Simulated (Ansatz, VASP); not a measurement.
Ti2Si3: VASP beside Ansatz

```
Ti Si
1.0
     4.11580    0.00000    0.00000
     0.00000    4.11580    0.00000
     0.00000    0.00000    5.35470
Ti Si
2 3
Direct
  0.00000 0.50000 0.16447
  0.50000 0.00000 0.16447
  0.00000 0.00000 0.43842
  0.00000 0.50000 0.68499
  0.50000 0.00000 0.68499
```

Alike in both runs: functional PBE; k mesh 10 × 10 × 8; occupations gaussian, width 0.1 eV; no spin polarisation.

Ansatz relaxed the structure, and its values are those at the end. VASP's run is a single point on that final structure, the one shown.

|  | VASP | Ansatz |
| --- | --- | --- |
| version | VASP 6.6.1 | Ansatz 0.2.0 |
| potentials or method | VASP PAW PBE potentials, release 64 (Ti_sv, Si), cutoff 520 eV | scalar-relativistic, plane waves, PAW |
| valence electrons in the cell | 36 | 36 |

|  | VASP | Ansatz | Ansatz less VASP |
| --- | --- | --- | --- |
| gap on the k mesh at the Fermi level (eV) | none | none | - |
| pressure (GPa) | 0.0 | 0.0 | +0.06 |
| rms of the force components (eV/Å) | 0.005 | 0.001 | -0.0038 |

A gap of «none» marks a metal or a gap that the smearing closes.
